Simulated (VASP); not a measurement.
# WC (I4/mmm) in VASP: single point with r2SCAN

Aim: the single point of WC with r2SCAN.

Program: VASP 6.6.1. These are calculated values, not measurements. Logs are shortened: lines on timing, memory, paths and dates and some standing lists are left out, and cuts for length are marked.

**1. The cell of the first run**

Symmetry: I4/mmm, No. 139, tetragonal system. Conventional cell: a = 3.101 Å, b = 3.101 Å, c = 4.221 Å, α = 90.00°, β = 90.00°, γ = 90.00°. W (site symmetry 4/mmm) has 6 C at 2.11 to 2.19 Å within 2.8 Å. C (site symmetry 4/mmm) has 6 W at 2.11 to 2.19 Å within 2.8 Å.

**2. Single point, r2SCAN (strain -0.0375 x Voigt [1, 0, 0, 0, 0, 0])**

Contents of POSCAR:

```
WC
1.0
    0.0000000000      2.1926840000      2.1926840000
    2.1104583500      0.0000000000      2.1926840000
    2.1104583500      2.1926840000      0.0000000000
W C
1 1
Direct
    0.0000000000      0.0000000000      0.0000000000
    0.5000000000      0.5000000000      0.5000000000
```

Contents of INCAR.step1:

```
SYSTEM = WC
ALGO     = Normal         ! electronic algorithm
EDIFF    = 1E-4           ! SCF threshold, eV
ENCUT    = 520            ! plane-wave cutoff, eV
GGA      = PE             ! functional
ISMEAR   = 0              ! smearing method
LASPH    = .TRUE.         ! aspherical terms in the spheres
LCHARG   = .FALSE.        ! write CHGCAR
LREAL    = .FALSE.        ! projectors in reciprocal space
LWAVE    = .TRUE.         ! write WAVECAR
NBANDS   = 16             ! bands
NELM     = 100            ! most SCF steps
PREC     = Accurate       ! precision mode
SIGMA    = 0.15           ! smearing width, eV
```

Contents of INCAR.step2:

```
SYSTEM = WC
ALGO     = Normal         ! electronic algorithm
EDIFF    = 1E-7           ! SCF threshold, eV
ENCUT    = 520            ! plane-wave cutoff, eV
ISIF     = 2              ! what is computed and relaxed
ISMEAR   = 0              ! smearing method
ISTART   = 1            
LASPH    = .TRUE.         ! aspherical terms in the spheres
LCHARG   = .FALSE.        ! write CHGCAR
LMIXTAU  = .TRUE.       
LREAL    = .FALSE.        ! projectors in reciprocal space
LWAVE    = .FALSE.        ! write WAVECAR
METAGGA  = R2SCAN         ! meta-GGA
NBANDS   = 16             ! bands
NELM     = 100            ! most SCF steps
PREC     = Accurate       ! precision mode
SIGMA    = 0.15           ! smearing width, eV
```

Contents of KPOINTS:

```
k-points
0
G
  18 18 18
  0 0 0
```

Potentials or basis: VASP PAW PBE potentials, release 64 (W_sv, C).

Launch:

```console
> cat potpaw_PBE.64/W_sv/POTCAR potpaw_PBE.64/C/POTCAR > POTCAR
> cp INCAR.step1 INCAR
> mpirun -np 1 vasp_std > vasp.out
> cp INCAR.step2 INCAR
> mpirun -np 1 vasp_std > vasp.out
```

OUTCAR:

```text
SYSTEM = WC
   EDIFF = 1E-7
   ENCUT = 520
   ISIF = 2
   ISMEAR = 0
   ISTART = 1
   LASPH = .TRUE.
   LREAL = .FALSE.
   METAGGA = R2SCAN
   NELM = 100
   PREC = Accurate

 ion  position               nearest neighbor table
   1  0.000  0.000  0.000-   2 2.11   2 2.11   2 2.19   2 2.19   2 2.19   2 2.19
   2  0.500  0.500  0.500-   1 2.11   1 2.11   1 2.19   1 2.19   1 2.19   1 2.19

  LATTYP: Found a body centered tetragonal cell.
 ALAT       =     3.1009234508
 C/A-ratio  =     1.3611805538

  Lattice vectors:

 A1 = (  -2.1104583500,   0.0000000000,  -2.1926840000)
 A2 = (  -2.1104583500,   0.0000000000,   2.1926840000)
 A3 = (   2.1104583500,   2.1926840000,   0.0000000000)

Analysis of symmetry for initial positions (statically):
=====================================================================
 Subroutine PRICEL returns:
 Original cell was already a primitive cell.

 Routine SETGRP: Setting up the symmetry group for a
 body centered tetragonal supercell.

 Subroutine GETGRP returns: Found 16 space group operations
 (whereof 16 operations were pure point group operations)
 out of a pool of 16 trial point group operations.

The static configuration has the point symmetry D_4h.

Analysis of symmetry for dynamics (positions and initial velocities):
=====================================================================
 Subroutine PRICEL returns:
 Original cell was already a primitive cell.

 Routine SETGRP: Setting up the symmetry group for a
 body centered tetragonal supercell.

 Subroutine GETGRP returns: Found 16 space group operations
 (whereof 16 operations were pure point group operations)
 out of a pool of 16 trial point group operations.

The dynamic configuration has the point symmetry D_4h.

 Subroutine INISYM returns: Found 16 space group operations
 (whereof 16 operations are pure point group operations),
 and found     1 'primitive' translations

----------------------------------------------------------------------------------------

                                     Primitive cell

  volume of cell :      20.2936

  direct lattice vectors                    reciprocal lattice vectors
     0.000000000  2.192684000  2.192684000    -0.236915360  0.228031034  0.228031034
     2.110458350  0.000000000  2.192684000     0.236915360 -0.228031034  0.228031034
     2.110458350  2.192684000  0.000000000     0.236915360  0.228031034 -0.228031034

  length of vectors
     3.100923451  3.043336585  3.043336585     0.400156461  0.400156461  0.400156461

  position of ions in fractional coordinates (direct lattice)
     0.000000000  0.000000000  0.000000000
     0.500000000  0.500000000  0.500000000

  ion indices of the primitive-cell ions
   primitive index   ion index
                 1           1
                 2           2

----------------------------------------------------------------------------------------

 KPOINTS: k-points

Automatic generation of k-mesh.
 Grid dimensions read from file:
 generate k-points for:   18   18   18

 Generating k-lattice:

  Cartesian coordinates                     Fractional coordinates (reciprocal lattice)
    -0.013161964  0.012668391  0.012668391     0.055555556  0.000000000  0.000000000
     0.013161964 -0.012668391  0.012668391     0.000000000  0.055555556  0.000000000
     0.013161964  0.012668391 -0.012668391     0.000000000  0.000000000  0.055555556

  Length of vectors
     0.022230914  0.022230914  0.022230914

  Shift w.r.t. Gamma in fractional coordinates (k-lattice)
     0.000000000  0.000000000  0.000000000

 Subroutine IBZKPT returns following result:
 ===========================================

 Found    480 irreducible k-points:

 Following reciprocal coordinates:
            Coordinates               Weight
  0.000000  0.000000  0.000000      1.000000
  0.055556  0.000000  0.000000      8.000000
  0.111111  0.000000  0.000000      8.000000
  0.166667  0.000000  0.000000      8.000000
  0.222222  0.000000  0.000000      8.000000
  0.277778  0.000000  0.000000      8.000000
[... 16 lines left out ...]
 -0.277778  0.055556 -0.000000     16.000000
 -0.222222  0.055556 -0.000000     16.000000
 [... further k-points ...]
   k-points           NKPTS =    480   k-points in BZ     NKDIM =    480   number of bands    NBANDS=     16
   number of dos      NEDOS =    301   number of ions     NIONS =      2
   total plane-waves  NPLWV =  13824
   dimension x,y,z NGX =    24 NGY =   24 NGZ =   24
   dimension x,y,z NGXF=    48 NGYF=   48 NGZF=   48
   ions per type =               1   1
   NGX,Y,Z   is equivalent  to a cutoff of  12.87, 13.11, 13.11 a.u.
   NGXF,Y,Z  is equivalent  to a cutoff of  25.73, 26.22, 26.22 a.u.
 SYSTEM =  WC
   PREC   = accura    normal or accurate (medium, high low for compatibility)
   ISTART =      1    job   : 0-new  1-cont  2-samecut
   ICHARG =      0    charge: 1-file 2-atom 10-const
   ISPIN  =      1    spin polarized calculation?
   LNONCOLLINEAR =      F non collinear calculations
   LSORBIT =      F    spin-orbit coupling
   LASPH  =      T    aspherical Exc in radial PAW
   ENCUT  =  520.0 eV  38.22 Ry    6.18 a.u.   5.77  5.66  5.66*2*pi/ulx,y,z
   NELM   =    100;   NELMIN=  2; NELMDL=  0     # of ELM steps
   EDIFF  = 0.1E-06   stopping-criterion for ELM
   LREAL  =      F    real-space projection
   EDIFFG = 0.1E-05   stopping-criterion for IOM
   NSW    =      0    number of steps for IOM
   IBRION =     -1    ionic relax: 0-MD 1-quasi-New 2-CG
   NFREE  =      0    steps in history (QN), initial steepest desc. (CG)
   ISIF   =      2    stress and relaxation
   ISYM   =      2    0-nonsym 1-usesym 2-fastsym
   POTIM  = 0.5000    time-step for ionic-motion
   TEBEG  =    0.0;   TEEND  =   0.0 temperature during run
   PSTRESS=    0.0 pullay stress
   NELECT =      18.0000    total number of electrons
   NUPDOWN=      -1.0000    fix difference up-down
   EMIN   =  10.00;   EMAX   =-10.00  energy-range for DOS
   EFERMI =   0.00;   METHOD = LEGACY
   ISMEAR =     0;   SIGMA  =   0.15  broadening in eV -4-tet -1-fermi 0-gaus
   EFERMI_NEDOS =   21; number of points for ismear=-14 and -15
   IALGO  =     38    algorithm
   IMIX   =      4    mixing-type and parameters
     AMIX     =   0.40;   BMIX     =  1.00
     AMIX_MAG =   1.60;   BMIX_MAG =  1.00
  volume/ion in A,a.u.               =      10.15        68.47
  Fermi-wavevector in a.u.,A,eV,Ry     =   1.572942  2.972429 33.662807  2.474147
  Thomas-Fermi vector in A             =   2.674301
   LORBIT       =      0    0 simple, 1 ext, 2 COOP (PROOUT), +10 PAW based schemes
   METAGGA = R2SCAN    functional components
   LHFCALC =     F    Hartree Fock is set to
   AEXX    =    0.0000 exact exchange contribution
   IVDW    =     0    specifies the selected vdW correction
   LEPSILON=     F    determine dielectric tensor
   LRPA    =     F    only Hartree local field effects (RPA)
 non-spin polarized calculation
 Gauss-broadening in eV      SIGMA  =   0.15
  energy-cutoff  :      520.00
  volume of cell :       20.29
 maximum number of plane-waves:       560
   NGX = 11   NGY = 11   NGZ = 11

 number of electron      17.9999998 magnetization

 Free energy of the ion-electron system (eV)
  ---------------------------------------------------
  ext. energy  EPLUGINS =         0.00000000
  ---------------------------------------------------
  free energy    TOTEN  =       -60.56699616 eV

  energy without entropy =      -60.55803092  energy(sigma->0) =      -60.56251354

 E-fermi :  13.0009     XC(G=0): -15.0984

 val. band max:       12.9971954004   @ k =  -0.3333   0.2778   0.1111
 cond. band min:      13.0151827010   @ k =  -0.3889   0.3333   0.2222
 fundamental gap:      0.0179873005
 Fermi energy:        13.0009368949

 k-point     1 :       0.0000    0.0000    0.0000
  band No.  band energies     occupation
      1     -64.4294      2.00000
      2     -27.7661      2.00000
      3     -27.7593      2.00000
      4     -27.7593      2.00000
      5      -4.0670      2.00000
      6       9.8502      2.00000
[... 8 lines left out ...]
     15      23.5489      0.00000
     16      36.8357      0.00000

 k-point     2 :       0.0556    0.0000    0.0000
  band No.  band energies     occupation
      1     -64.4279      2.00000
      2     -27.7854      2.00000
      3     -27.7647      2.00000
      4     -27.7623      2.00000
      5      -3.9721      2.00000
      6       9.5730      2.00000
[... 8 lines left out ...]
     15      23.7680      0.00000
     16      36.1245      0.00000

 k-point     3 :       0.1111    0.0000    0.0000
  band No.  band energies     occupation
      1     -64.4235      2.00000
      2     -27.8507      2.00000
      3     -27.7710      2.00000
      4     -27.7698      2.00000
      5      -3.6931      2.00000
      6       8.7958      2.00000
[... 8 lines left out ...]
     15      24.3800      0.00000
     16      34.4309      0.00000

 k-point     4 :       0.1667    0.0000    0.0000
  band No.  band energies     occupation
      1     -64.4168      2.00000
      2     -27.9501      2.00000
      3     -27.7843      2.00000
      4     -27.7771      2.00000
      5      -3.2459      2.00000
      6       7.8118      2.00000
[... 8 lines left out ...]
     15      25.2279      0.00000
     16      32.7102      0.00000

 k-point     5 :       0.2222    0.0000    0.0000
  band No.  band energies     occupation
      1     -64.4086      2.00000
      2     -28.0701      2.00000
      3     -27.8005      2.00000
      4     -27.7859      2.00000
      5      -2.6551      2.00000
      6       6.7712      2.00000
[... 8 lines left out ...]
     15      26.0046      0.00000
     16      31.5965      0.00000

 k-point     6 :       0.2778    0.0000    0.0000
  band No.  band energies     occupation
      1     -64.3998      2.00000
      2     -28.1953      2.00000
      3     -27.8176      2.00000
      4     -27.7953      2.00000
      5      -1.9513      2.00000
      6       5.7314      2.00000
[... 8 lines left out ...]
     15      26.5292      0.00000
     16      30.1261      0.00000
[... 267 lines left out ...]
 k-point    21 :      -0.3889    0.0556    0.0000
  band No.  band energies     occupation
      1     -64.3823      2.00000
      2     -28.4235      2.00000
      3     -27.8670      2.00000
      4     -27.8142      2.00000
      5      -0.0512      2.00000
      6       3.4417      2.00000
[... 8 lines left out ...]
     15      26.3146      0.00000
     16      27.0848      0.00000

 k-point    22 :      -0.3333    0.0556    0.0000
  band No.  band energies     occupation
      1     -64.3882      2.00000
      2     -28.3439      2.00000
      3     -27.8576      2.00000
      4     -27.8045      2.00000
      5      -0.8399      2.00000
      6       4.3373      2.00000
[... 8 lines left out ...]
     15      27.2668      0.00000
     16      27.5942      0.00000

 k-point    23 :      -0.2778    0.0556   -0.0000
  band No.  band energies     occupation
      1     -64.3959      2.00000
      2     -28.2384      2.00000
      3     -27.8436      2.00000
      4     -27.7936      2.00000
      5      -1.6229      2.00000
      6       5.3042      2.00000
[... 8 lines left out ...]
     15      26.7872      0.00000
     16      28.8443      0.00000

 k-point    24 :      -0.2222    0.0556   -0.0000
  band No.  band energies     occupation
      1     -64.4044      2.00000
      2     -28.1186      2.00000
      3     -27.8265      2.00000
      4     -27.7828      2.00000
      5      -2.3473      2.00000
      6       6.3116      2.00000
[... 8 lines left out ...]
     15      26.3039      0.00000
     16      30.2561      0.00000

 [... further k-points ...]
[... 5 lines left out ...]
  --------------------------------------------------------------------------------------
  -------------------------------------------------------------------------------------
  Total        3.9566021      0.4624821      0.4624821      0.0000000      0.0000000     -0.0000000
  in kB      312.3734304     36.5129228     36.5129228      0.0000000      0.0000000     -0.0000000
  external PRESSURE =     128.4664254 kB  Pullay stress =       0.0000000 kB

 VOLUME and BASIS-vectors are now :
 -----------------------------------------------------------------------------
  energy-cutoff  :      520.00
  volume of cell :       20.29
      direct lattice vectors                 reciprocal lattice vectors
     0.000000000  2.192684000  2.192684000    -0.236915360  0.228031034  0.228031034
     2.110458350  0.000000000  2.192684000     0.236915360 -0.228031034  0.228031034
     2.110458350  2.192684000  0.000000000     0.236915360  0.228031034 -0.228031034

 POSITION                                       TOTAL-FORCE (eV/Angst)
 -----------------------------------------------------------------------------------
      0.00000      0.00000      0.00000        -0.000000      0.000000     -0.000000
      2.11046      2.19268      2.19268         0.000000     -0.000000      0.000000
 -----------------------------------------------------------------------------------
    total drift:                                0.000000     -0.000000     -0.000000

  FREE ENERGIE OF THE ION-ELECTRON SYSTEM (eV)
  ---------------------------------------------------
  free  energy   TOTEN  =       -60.5669961647 eV

  energy  without entropy=      -60.5580309231  energy(sigma->0) =      -60.56251354
```

It took 2.9 min on 1 thread of Intel Xeon 6975P-C (Granite Rapids), shared host; peak memory 0.27 GiB.

Results:

| Quantity | Value |
| --- | --- |
| Free energy | -60.5670 eV |
| Pressure | 12.8 GPa |
| Band gap on the k mesh | zero (band 9 reaches 14.01 eV, above the bottom of band 10 at 10.78 eV) |

Levels at points of the mesh, in eV from the Fermi level:
| k point | band 5 | band 6 | band 7 | band 8 | band 9 | band 10 | band 11 | band 12 | band 13 | band 14 |
| --- | --- | --- | --- | --- | --- | --- | --- | --- | --- | --- |
| (0.00, 0.00, 0.00) | -17.07 | -3.15 | -3.15 | -2.66 | -1.31 | -1.31 | -1.30 | -1.11 | -0.91 | 7.59 |
| (0.50, 0.00, 0.00) | -12.14 | -10.55 | -7.28 | -7.23 | 1.01 | 1.37 | 2.70 | 5.39 | 9.13 | 10.02 |
| (0.50, 0.50, 0.00) | -14.88 | -6.19 | -6.16 | -2.74 | -2.60 | 0.85 | 2.27 | 2.71 | 5.90 | 8.43 |
| (0.00, 0.50, 0.50) | -14.82 | -6.22 | -5.67 | -2.97 | -2.97 | 0.99 | 2.50 | 2.50 | 6.58 | 7.97 |

Caveat: the cell differs from its parent crystal (strain -0.0375 x Voigt [1, 0, 0, 0, 0, 0]); the PAW data sets were made with another functional, which shifts forces and pressure a little; spin-orbit coupling is left out, which moves the levels of the heavy elements.
